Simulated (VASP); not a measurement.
**Ta2N: single point with LDA**

Crystal: Ta2N.

```
CELL_PARAMETERS angstrom
5.22880 0.00000 0.00000
-2.61440 4.52827 0.00000
0.00000 0.00000 4.88604
ATOMIC_POSITIONS crystal
Ta 0.66703 0.66703 0.75256
Ta 0.00000 0.33297 0.75256
Ta 0.33297 0.00000 0.75256
Ta 0.33297 0.33297 0.24744
Ta 0.00000 0.66703 0.24744
Ta 0.66703 0.00000 0.24744
N 0.66667 0.33333 0.50000
N 0.33333 0.66667 0.50000
N 0.00000 0.00000 0.00000
```

| Item | Value |
| --- | --- |
| Program | VASP 6.6.1 |
| Task | single point |
| Functional | LDA |
| Potentials or basis | VASP PAW LDA potentials, release 64 (Ta_pv, N) |
| Cutoff | 520 eV |
| k mesh | 9 × 9 × 8 |
| Occupations | fermi-dirac, width 0.15 eV |
| Spin | no spin polarisation |

```
Pressure               : 1.6 GPa
Largest force          : 0.016 eV/Å
Band gap on the k mesh : zero (an odd number of electrons rules out a gap without spin polarisation)
```

Forces in eV/Å, atoms in the order of the input:
```
Ta  -0.004 -0.006  0.014
Ta  -0.004  0.006  0.014
Ta   0.007  0.000  0.014
Ta   0.004  0.006 -0.014
Ta   0.004 -0.006 -0.014
Ta  -0.007  0.000 -0.014
N    0.000  0.000  0.000
N    0.000  0.000  0.000
N    0.000  0.000  0.000
```

Levels at points of the mesh, in eV from the Fermi level:
| k point | band 38 | band 39 | band 40 | band 41 | band 42 | band 43 | band 44 | band 45 |
| --- | --- | --- | --- | --- | --- | --- | --- | --- |
| (0.00, 0.00, 0.00) | -0.88 | -0.47 | -0.47 | -0.36 | -0.13 | -0.13 | 0.73 | 0.73 |
| (0.00, 0.00, 0.50) | -1.70 | -1.40 | -1.40 | -0.99 | 0.65 | 0.65 | 0.84 | 2.15 |

Wall time 4.6 min on 1 thread of Intel(R) Xeon(R) Platinum 8488C (Sapphire Rapids), on a shared host, peak memory 0.43 GiB.

Caveat: spin-orbit coupling is left out, which moves the levels of the heavy elements.
